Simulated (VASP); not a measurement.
Here is a VASP 6.6.1 calculation.

The input INCAR:

```
SYSTEM = Ir
PREC = Accurate ; ENCUT = 520
EDIFF = 1E-6 ; ISMEAR = 0
SIGMA = 0.15 ; LREAL = .FALSE.
LASPH = .TRUE. ; NELM = 80
ALGO = Normal ; ISIF = 2
LWAVE = .FALSE. ; LCHARG = .FALSE.
GGA = PS ; NBANDS = 16
```

Contents of KPOINTS:

```
Automatic mesh
0
G
  18 18 12
  0 0 0
```

File POSCAR:

```
Ir
1.0
    2.6413227788      0.0000000000      0.0000000000
   -1.3206613894      2.2874526260      0.0000000000
    0.0000000000      0.0000000000      4.2837984000
Ir
2
Direct
    0.6666666667      0.3333333333      0.7500000000
    0.3333333333      0.6666666667      0.2500000000
```

Potentials or basis: VASP PAW PBE potentials, release 64 (Ir).

Launch:

```sh
$ cat potpaw_PBE.64/Ir/POTCAR > POTCAR
$ mpirun -np 1 vasp_std > vasp.out
```

Task: Estimate the pressure.

Result: 43.1 GPa.

Task: Estimate the band gap on the k mesh.

Result: Zero (bands 9 and 10 overlap by 3.91 eV).

Stress tensor (GPa, compression positive):
```
42.75  0.00  0.00
 0.00 42.75  0.00
 0.00  0.00 43.91
```

Caveat: the cell differs from its parent crystal (strain -0.040 along x and y, -0.040 along z); the cell stands under pressure; the PAW data sets were made with another functional, which shifts forces and pressure a little; spin-orbit coupling is left out, which moves the levels of the heavy elements.
